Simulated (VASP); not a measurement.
## Na3HfZr: single point with PBE

Crystal: Na3HfZr.

```
Na Zr Hf
1.0
     5.37551    0.00000    0.00000
     0.00000    5.37551    0.00000
     0.00000    0.00000    5.37551
Na Zr Hf
3 1 1
Direct
  0.00000 0.50000 0.50000
  0.50000 0.00000 0.50000
  0.50000 0.50000 0.00000
  0.50000 0.50000 0.50000
  0.00000 0.00000 0.00000
```

```yaml
Program: VASP 6.6.1
Task: single point
Functional: PBE
Potentials_or_basis: VASP PAW PBE potentials, release 64 (Na_pv, Zr_sv, Hf_pv)
Cutoff: 520 eV
k_mesh: 8 × 8 × 8
Occupations: gaussian, width 0.1 eV
Spin: no spin polarisation
Dipole_correction: no
Further_INCAR_settings: ALGO = Fast; EDIFF = 1e-06; NBANDS = 30
```

```json
{
  "Pressure": "0.1 GPa",
  "Band gap on the k mesh": "zero (an odd number of electrons rules out a gap without spin polarisation)"
}
```

Levels at points of the mesh, in eV from the Fermi level:
```
           k point  band 19  band 20  band 21  band 22  band 23  band 24  band 25  band 26
(0.00, 0.00, 0.00)    -0.54     0.09     0.09     0.09     0.90     0.90     1.10     1.28
(0.50, 0.00, 0.00)     0.04     0.04     0.06     0.22     0.34     0.34     0.44     0.71
(0.50, 0.50, 0.00)    -0.60    -0.60    -0.28    -0.28     0.58     0.77     0.84     1.20
(0.50, 0.50, 0.50)    -0.68    -0.68    -0.45    -0.45    -0.45    -0.16     0.86     0.86
```

Run time: 14 min on 1 thread of Oxide Virtual Turin-like Processor (shared host), peak memory 0.32 GiB.

Caveat: spin-orbit coupling is left out, which moves the levels of the heavy elements.
